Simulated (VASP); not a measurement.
Crystal: AlN.

```xyz
8
Lattice="2.9252 0.0000 0.0000 -1.4626 2.5333 0.0000 0.0000 0.0000 9.5536" Properties=species:S:1:pos:R:3 pbc="T T T"
Al    0.0000    0.0000    0.0000
Al    0.0000    1.6889    2.3884
Al    0.0000    0.0000    4.7768
Al    1.4626    0.8444    7.1652
N     0.0000    0.0000    1.7913
N     0.0000    1.6889    4.1797
N     0.0000    0.0000    6.5681
N     1.4626    0.8444    8.9565
```

- Program: VASP 6.6.1
- Task: relaxation of cell and atoms
- Functional: PBEsol
- Potentials or basis: VASP PAW PBE potentials, release 64 (Al, N)
- Cutoff: 600 eV
- k mesh: 9 × 9 × 2
- Occupations: fermi-dirac, width 0.03 eV
- Spin: no spin polarisation

At the start: pressure 47.3 GPa; volume 8.85 Å³/atom.

Where does the relaxation end?

Over 9 steps the energy falls by 210.4 meV/atom and the volume is 10.48 Å³/atom (+18.4 %); space group P6_3mc (No. 186, to 0.05 Å).

Step by step:
| step | energy change (eV) | largest force (eV/Å) | pressure (GPa) | volume (Å³) |
| --- | --- | --- | --- | --- |
| 1 | 0.0000 | 0.3536 | 47.32 | 70.80 |
| 2 | -0.0282 | 0.1348 | -26.35 | 101.09 |
| 3 | -1.6796 | 0.0567 | -1.10 | 84.28 |
| 4 | -1.6811 | 0.0548 | -0.21 | 83.90 |
| 5 | -1.6808 | 0.0535 | 0.46 | 83.62 |
| 6 | -1.6824 | 0.0491 | 0.45 | 83.62 |
| 7 | -1.6826 | 0.0560 | 0.45 | 83.62 |
| 8 | -1.6828 | 0.0268 | -0.39 | 83.96 |
| 9 | -1.6830 | 0.0088 | -0.02 | 83.81 |

Final structure:
```yaml
crystal:
  lattice:
    - [3.10317, 0.00000, 0.00000]
    - [-1.55158, 2.68742, 0.00000]
    - [0.00000, 0.00000, 10.04983]
  atoms:
    - { symbol: Al, position: [0.00000, 0.00000, 0.99874] }
    - { symbol: Al, position: [0.33333, 0.66667, 0.24979] }
    - { symbol: Al, position: [0.00000, 0.00000, 0.49874] }
    - { symbol: Al, position: [0.66667, 0.33333, 0.74979] }
    - { symbol: N, position: [0.00000, 0.00000, 0.18823] }
    - { symbol: N, position: [0.33333, 0.66667, 0.43824] }
    - { symbol: N, position: [0.00000, 0.00000, 0.68823] }
    - { symbol: N, position: [0.66667, 0.33333, 0.93824] }
```

Caveat: the volume moved by over 15 % at a fixed basis, so the end points are rough; the PAW data sets were made with another functional, which shifts forces and pressure a little.
